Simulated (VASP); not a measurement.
# TaN (I4mm) in VASP: notebook, part 2 of 2

VASP 6.6.1. Earlier steps stand in the parts before.

**3. Single point, r2SCAN**

File POSCAR:

```
TaN
1.0
    0.0000000000      2.1790000000      2.1790000000
    2.1790000000      0.0000000000      2.1790000000
    2.1790000000      2.1790000000      0.0000000000
Ta N
1 1
Direct
    0.5000000000      0.5000000000      0.5000000000
   -0.0172097292     -0.0172097292      0.0172097292
```

File INCAR.step1:

```
SYSTEM = TaN
ALGO = Normal
EDIFF = 1E-4
ENCUT = 520
GGA = PE
ISMEAR = 0
LASPH = .True.
LCHARG = .False.
LREAL = .False.
LWAVE = .True.
NBANDS = 15
NELM = 80
PREC = Accurate
SIGMA = 0.15
```

File INCAR.step2:

```
SYSTEM = TaN
ALGO = Normal
EDIFF = 1E-6
ENCUT = 520
ISIF = 2
ISMEAR = 0
ISTART = 1
LASPH = .True.
LCHARG = .False.
LMIXTAU = .True.
LREAL = .False.
LWAVE = .False.
METAGGA = R2SCAN
NBANDS = 15
NELM = 80
PREC = Accurate
SIGMA = 0.15
```

File KPOINTS:

```
k-points
0
Gamma
  18 18 18
  0 0 0
```

Potentials or basis: VASP PAW PBE potentials, release 64 (Ta_pv, N).

Launch:

```console
$ cat potpaw_PBE.64/Ta_pv/POTCAR potpaw_PBE.64/N/POTCAR > POTCAR
$ cp INCAR.step1 INCAR
$ mpirun -np 1 vasp_std > vasp.out
$ cp INCAR.step2 INCAR
$ mpirun -np 1 vasp_std > vasp.out
```

OUTCAR:

```text
SYSTEM = TaN
   EDIFF = 1E-6
   ENCUT = 520
   ISIF = 2
   ISMEAR = 0
   ISTART = 1
   LASPH = .True.
   LREAL = .False.
   METAGGA = R2SCAN
   NELM = 80
   PREC = Accurate

 ion  position               nearest neighbor table
   1  0.500  0.500  0.500-   2 2.10   2 2.18   2 2.18   2 2.18   2 2.18   2 2.25
   2  0.983  0.983  0.017-   1 2.10   1 2.18   1 2.18   1 2.18   1 2.18   1 2.25

  LATTYP: Found a face centered cubic cell.
 ALAT       =     4.3580000000

  Lattice vectors:

 A1 = (   0.0000000000,   2.1790000000,   2.1790000000)
 A2 = (   2.1790000000,   0.0000000000,   2.1790000000)
 A3 = (   2.1790000000,   2.1790000000,   0.0000000000)

Analysis of symmetry for initial positions (statically):
=====================================================================
 Subroutine PRICEL returns:
 Original cell was already a primitive cell.

 Routine SETGRP: Setting up the symmetry group for a
 face centered cubic supercell.

 Subroutine GETGRP returns: Found  8 space group operations
 (whereof  8 operations were pure point group operations)
 out of a pool of 48 trial point group operations.

The static configuration has the point symmetry C_4v.

Analysis of symmetry for dynamics (positions and initial velocities):
=====================================================================
 Subroutine PRICEL returns:
 Original cell was already a primitive cell.

 Routine SETGRP: Setting up the symmetry group for a
 face centered cubic supercell.

 Subroutine GETGRP returns: Found  8 space group operations
 (whereof  8 operations were pure point group operations)
 out of a pool of 48 trial point group operations.

The dynamic configuration has the point symmetry C_4v.

 Subroutine INISYM returns: Found  8 space group operations
 (whereof  8 operations are pure point group operations),
 and found     1 'primitive' translations

----------------------------------------------------------------------------------------
[... 116 lines left out ...]
  Thomas-Fermi vector in A             =   2.613832
   LORBIT       =      0    0 simple, 1 ext, 2 COOP (PROOUT), +10 PAW based schemes
   METAGGA = R2SCAN    functional components
   LHFCALC =     F    Hartree Fock is set to
   AEXX    =    0.0000 exact exchange contribution
   IVDW    =     0    specifies the selected vdW correction
   LEPSILON=     F    determine dielectric tensor
   LRPA    =     F    only Hartree local field effects (RPA)
 non-spin polarized calculation
 Gauss-broadening in eV      SIGMA  =   0.15
  energy-cutoff  :      520.00
  volume of cell :       20.69
 maximum number of plane-waves:       568
   NGX = 11   NGY = 11   NGZ = 11

 number of electron      16.0000000 magnetization

 Free energy of the ion-electron system (eV)
  ---------------------------------------------------
  ext. energy  EPLUGINS =         0.00000000
  ---------------------------------------------------
  free energy    TOTEN  =       -59.58230007 eV

  energy without entropy =      -59.57347929  energy(sigma->0) =      -59.57788968

 E-fermi :   9.9235     XC(G=0): -14.6279

 val. band max:        9.9222506461   @ k =   0.0000  -0.2778   0.1111
 cond. band min:       9.9236389642   @ k =   0.2778   0.0556   0.0000
 fundamental gap:      0.0013883180
 Fermi energy:         9.9235335467

 k-point     1 :       0.0000    0.0000    0.0000
  band No.  band energies     occupation
      1     -27.1665      2.00000
      2     -27.1595      2.00000
      3     -27.1595      2.00000
      4     -10.3222      2.00000
      5       5.5332      2.00000
      6       5.5332      2.00000
      7       5.5508      2.00000
      8       7.6868      2.00000
      9       7.8655      2.00000
     10       7.8655      2.00000
     11      10.0671      0.17587
     12      10.2558      0.00173
     13      11.9312      0.00000
     14      19.5737      0.00000
[... 401 lines left out ...]
      2     -27.2568      2.00000
      3     -27.2431      2.00000
      4      -7.8059      2.00000
      5      -0.2056      2.00000
      6       2.0321      2.00000
      7       2.2793      2.00000
      8       9.9027      1.15569
      9      11.2784      0.00000
     10      11.4202      0.00000
     11      15.2675      0.00000
     12      16.1809      0.00000
     13      17.2644      0.00000
     14      19.5707      0.00000
     15      22.6169      0.00000

 [... further k-points ...]
[... 5 lines left out ...]
  --------------------------------------------------------------------------------------
  -------------------------------------------------------------------------------------
  Total        1.5394700      1.5394700      1.9373194      0.0000000      0.0000000      0.0000000
  in kB      119.2010606    119.2010606    150.0065169      0.0000000      0.0000000      0.0000000
  external PRESSURE =     129.4695460 kB  Pullay stress =       0.0000000 kB

 VOLUME and BASIS-vectors are now :
 -----------------------------------------------------------------------------
  energy-cutoff  :      520.00
  volume of cell :       20.69
      direct lattice vectors                 reciprocal lattice vectors
     0.000000000  2.179000000  2.179000000    -0.229463056  0.229463056  0.229463056
     2.179000000  0.000000000  2.179000000     0.229463056 -0.229463056  0.229463056
     2.179000000  2.179000000  0.000000000     0.229463056  0.229463056 -0.229463056

 POSITION                                       TOTAL-FORCE (eV/Angst)
 -----------------------------------------------------------------------------------
      2.17900      2.17900      2.17900         0.000000      0.000000     -0.668769
      2.17900      2.17900      4.28300         0.000000      0.000000      0.668769
 -----------------------------------------------------------------------------------
    total drift:                                0.000000      0.000000      0.000807

  FREE ENERGIE OF THE ION-ELECTRON SYSTEM (eV)
  ---------------------------------------------------
  free  energy   TOTEN  =       -59.5823000745 eV

  energy  without entropy=      -59.5734792876  energy(sigma->0) =      -59.57788968
```

Run time: 5.4 min. Hardware: 1 thread of AMD EPYC 9R45 (Zen 5), shared host; peak memory 0.24 GiB.

What came out:

| Quantity | Value |
| --- | --- |
| Free energy | -59.5823 eV |
| Pressure | 12.9 GPa |
| Largest force | 0.669 eV/Å |
| Band gap on the k mesh | zero (band 8 reaches 11.90 eV, above the bottom of band 9 at 7.87 eV) |

Forces in eV/Å, atoms in the order of the input:
```
Ta   0.000  0.000 -0.669
N    0.000  0.000  0.669
```

Levels at points of the mesh, in eV from the Fermi level:
| k point | band 4 | band 5 | band 6 | band 7 | band 8 | band 9 | band 10 | band 11 | band 12 | band 13 |
| --- | --- | --- | --- | --- | --- | --- | --- | --- | --- | --- |
| (0.00, 0.00, 0.00) | -20.25 | -4.39 | -4.39 | -4.37 | -2.24 | -2.06 | -2.06 | 0.14 | 0.33 | 2.01 |
| (0.50, 0.00, 0.00) | -17.08 | -11.06 | -8.20 | -8.19 | 1.98 | 2.03 | 2.15 | 4.14 | 8.01 | 8.21 |
| (0.50, 0.50, 0.00) | -19.01 | -7.13 | -5.81 | -5.07 | -5.07 | 2.31 | 3.71 | 3.71 | 4.91 | 7.45 |
| (0.00, 0.50, 0.50) | -19.01 | -7.15 | -6.17 | -5.10 | -4.69 | 2.35 | 3.71 | 3.72 | 4.98 | 7.71 |

Caveat: the cell differs from its parent crystal (all N atoms moved +0.075 Å, as atom 2 towards its neighbour atom 1 (Ta) at 2.179 Å); the PAW data sets were made with another functional, which shifts forces and pressure a little; spin-orbit coupling is left out, which moves the levels of the heavy elements.

**4. Single point, r2SCAN**

Changes to POSCAR since step 3:

```diff
@@ -9,2 +9,2 @@
     0.5000000000      0.5000000000      0.5000000000
-   -0.0172097292     -0.0172097292      0.0172097292
+    0.0114731528      0.0114731528     -0.0114731528
```

File INCAR.step1:

```
ALGO = Normal
EDIFF = 1E-4
ENCUT = 520
GGA = PE
ISMEAR = 0
LASPH = T
LCHARG = F
LREAL = F
LWAVE = T
NBANDS = 15
NELM = 80
PREC = Accurate
SIGMA = 0.15
```

File INCAR.step2:

```
ALGO = Normal
EDIFF = 1E-6
ENCUT = 520
ISIF = 2
ISMEAR = 0
ISTART = 1
LASPH = T
LCHARG = F
LMIXTAU = T
LREAL = F
LWAVE = F
METAGGA = R2SCAN
NBANDS = 15
NELM = 80
PREC = Accurate
SIGMA = 0.15
```

File KPOINTS:

```
k-points
0
Gamma
  18 18 18
```

Potentials or basis: VASP PAW PBE potentials, release 64 (Ta_pv, N).

Launch:

```console
$ cat potpaw_PBE.64/Ta_pv/POTCAR potpaw_PBE.64/N/POTCAR > POTCAR
$ cp INCAR.step1 INCAR
$ mpirun -np 1 vasp_std > vasp.out
$ cp INCAR.step2 INCAR
$ mpirun -np 1 vasp_std > vasp.out
```

OUTCAR:

```text
EDIFF = 1E-6
   ENCUT = 520
   ISIF = 2
   ISMEAR = 0
   ISTART = 1
   LASPH = T
   LREAL = F
   METAGGA = R2SCAN
   NELM = 80
   PREC = Accurate

 ion  position               nearest neighbor table
   1  0.500  0.500  0.500-   2 2.13   2 2.18   2 2.18   2 2.18   2 2.18   2 2.23
   2  0.011  0.011  0.989-   1 2.13   1 2.18   1 2.18   1 2.18   1 2.18   1 2.23

  LATTYP: Found a face centered cubic cell.
 ALAT       =     4.3580000000

  Lattice vectors:

 A1 = (   0.0000000000,   2.1790000000,   2.1790000000)
 A2 = (   2.1790000000,   0.0000000000,   2.1790000000)
 A3 = (   2.1790000000,   2.1790000000,   0.0000000000)

Analysis of symmetry for initial positions (statically):
=====================================================================
 Subroutine PRICEL returns:
 Original cell was already a primitive cell.

 Routine SETGRP: Setting up the symmetry group for a
 face centered cubic supercell.

 Subroutine GETGRP returns: Found  8 space group operations
 (whereof  8 operations were pure point group operations)
 out of a pool of 48 trial point group operations.

The static configuration has the point symmetry C_4v.

Analysis of symmetry for dynamics (positions and initial velocities):
=====================================================================
 Subroutine PRICEL returns:
 Original cell was already a primitive cell.

 Routine SETGRP: Setting up the symmetry group for a
 face centered cubic supercell.

 Subroutine GETGRP returns: Found  8 space group operations
 (whereof  8 operations were pure point group operations)
 out of a pool of 48 trial point group operations.

The dynamic configuration has the point symmetry C_4v.

 Subroutine INISYM returns: Found  8 space group operations
 (whereof  8 operations are pure point group operations),
 and found     1 'primitive' translations

----------------------------------------------------------------------------------------

                                     Primitive cell

  volume of cell :      20.6920

  direct lattice vectors                    reciprocal lattice vectors
[... 112 lines left out ...]
   METAGGA = R2SCAN    functional components
   LHFCALC =     F    Hartree Fock is set to
   AEXX    =    0.0000 exact exchange contribution
   IVDW    =     0    specifies the selected vdW correction
   LEPSILON=     F    determine dielectric tensor
   LRPA    =     F    only Hartree local field effects (RPA)
 non-spin polarized calculation
 Gauss-broadening in eV      SIGMA  =   0.15
  energy-cutoff  :      520.00
  volume of cell :       20.69
 maximum number of plane-waves:       568
   NGX = 11   NGY = 11   NGZ = 11

 number of electron      16.0000000 magnetization

 Free energy of the ion-electron system (eV)
  ---------------------------------------------------
  ext. energy  EPLUGINS =         0.00000000
  ---------------------------------------------------
  free energy    TOTEN  =       -59.59602776 eV

  energy without entropy =      -59.58705245  energy(sigma->0) =      -59.59154010

 E-fermi :   9.9317     XC(G=0): -14.6293

 val. band max:        9.9251235697   @ k =   0.2778   0.0556   0.0000
 cond. band min:       9.9322760938   @ k =   0.3333   0.1111  -0.2778
 fundamental gap:      0.0071525241
 Fermi energy:         9.9317312297

 k-point     1 :       0.0000    0.0000    0.0000
  band No.  band energies     occupation
      1     -27.1680      2.00000
      2     -27.1653      2.00000
      3     -27.1653      2.00000
      4     -10.3222      2.00000
      5       5.6200      2.00000
      6       5.6200      2.00000
      7       5.6295      2.00000
      8       7.6833      2.00000
      9       7.7662      2.00000
     10       7.7662      2.00000
     11      10.0629      0.21636
     12      10.1488      0.04068
     13      11.9420      0.00000
     14      19.5625      0.00000
[... 401 lines left out ...]
      2     -27.2601      2.00000
      3     -27.2480      2.00000
      4      -7.8010      2.00000
      5      -0.2016      2.00000
      6       2.0353      2.00000
      7       2.2672      2.00000
      8       9.9223      1.07109
      9      11.2899      0.00000
     10      11.4143      0.00000
     11      15.2862      0.00000
     12      16.1398      0.00000
     13      17.2647      0.00000
     14      19.5595      0.00000
     15      22.6324      0.00000

 [... further k-points ...]
[... 5 lines left out ...]
  --------------------------------------------------------------------------------------
  -------------------------------------------------------------------------------------
  Total        1.5391996      1.5391996      1.7181870      0.0000000     -0.0000000      0.0000000
  in kB      119.1801264    119.1801264    133.0391092      0.0000000     -0.0000000      0.0000000
  external PRESSURE =     123.7997873 kB  Pullay stress =       0.0000000 kB

 VOLUME and BASIS-vectors are now :
 -----------------------------------------------------------------------------
  energy-cutoff  :      520.00
  volume of cell :       20.69
      direct lattice vectors                 reciprocal lattice vectors
     0.000000000  2.179000000  2.179000000    -0.229463056  0.229463056  0.229463056
     2.179000000  0.000000000  2.179000000     0.229463056 -0.229463056  0.229463056
     2.179000000  2.179000000  0.000000000     0.229463056  0.229463056 -0.229463056

 POSITION                                       TOTAL-FORCE (eV/Angst)
 -----------------------------------------------------------------------------------
      2.17900      2.17900      2.17900         0.000000      0.000000      0.431934
      2.17900      2.17900      0.05000         0.000000      0.000000     -0.431934
 -----------------------------------------------------------------------------------
    total drift:                               -0.000000     -0.000000     -0.000724

  FREE ENERGIE OF THE ION-ELECTRON SYSTEM (eV)
  ---------------------------------------------------
  free  energy   TOTEN  =       -59.5960277593 eV

  energy  without entropy=      -59.5870524467  energy(sigma->0) =      -59.59154010
```

OUTCAR.step1:

```text
EDIFF = 1E-4
   ENCUT = 520
   GGA = PE
   ISMEAR = 0
   LASPH = T
[... 652 lines left out ...]
 -----------------------------------------------------------------------------------
      2.17900      2.17900      2.17900         0.000000      0.000000      0.460603
      2.17900      2.17900      0.05000         0.000000      0.000000     -0.460603
 -----------------------------------------------------------------------------------
    total drift:                                0.000000      0.000000      0.000387

  FREE ENERGIE OF THE ION-ELECTRON SYSTEM (eV)
  ---------------------------------------------------
  free  energy   TOTEN  =       -21.7782398993 eV

  energy  without entropy=      -21.7688786689  energy(sigma->0) =      -21.77355928
```

It took 5.8 min on 1 thread of AMD EPYC 9R45 (Zen 5), shared host; peak memory 0.24 GiB.

What came out:

* Free energy: -59.5960 eV
* Pressure: 12.4 GPa
* Largest force: 0.432 eV/Å
* Band gap on the k mesh: zero (band 8 reaches 11.92 eV, above the bottom of band 9 at 7.77 eV)

Forces in eV/Å, atoms in the order of the input:
```
Ta   0.000  0.000  0.432
N    0.000  0.000 -0.432
```

Caveat: the cell differs from its parent crystal (all N atoms moved -0.050 Å, as atom 2 towards its neighbour atom 1 (Ta) at 2.179 Å); the PAW data sets were made with another functional, which shifts forces and pressure a little; spin-orbit coupling is left out, which moves the levels of the heavy elements.
